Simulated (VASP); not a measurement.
## Au: single point with LDA

The system is Au.

```
Au
1.0
    -1.58491    1.58491    1.58491
     1.58491   -1.58491    1.58491
     1.58491    1.58491   -1.58491
Au
1
Cartesian
  0.0000 0.0000 0.0000
```

This cell differs from its parent crystal: volume scaled by 0.96.

| Property | Result |
| --- | --- |
| Program | VASP 6.6.1 |
| Task | single point |
| Functional | LDA |
| Potentials or basis | VASP PAW LDA potentials, release 64 (Au) |
| Cutoff | 520 eV |
| k mesh | 15 × 15 × 15 |
| Occupations | fermi-dirac, width 0.1 eV |
| Spin | no spin polarisation |

* Pressure: 10.0 GPa

Levels at points of the mesh, in eV from the Fermi level:
```csv
k point,band 2,band 3,band 4,band 5,band 6,band 7,band 8,band 9,band 10,band 11
"(0.00, 0.00, 0.00)",-5.19,-5.19,-5.19,-3.00,-3.00,16.55,16.55,16.55,25.60,25.60
```

Wall time 9 s on 1 thread of Intel(R) Xeon(R) Platinum 8488C (Sapphire Rapids) (shared host), peak memory 0.13 GiB.

Caveat: spin-orbit coupling is left out, which moves the levels of the heavy elements.
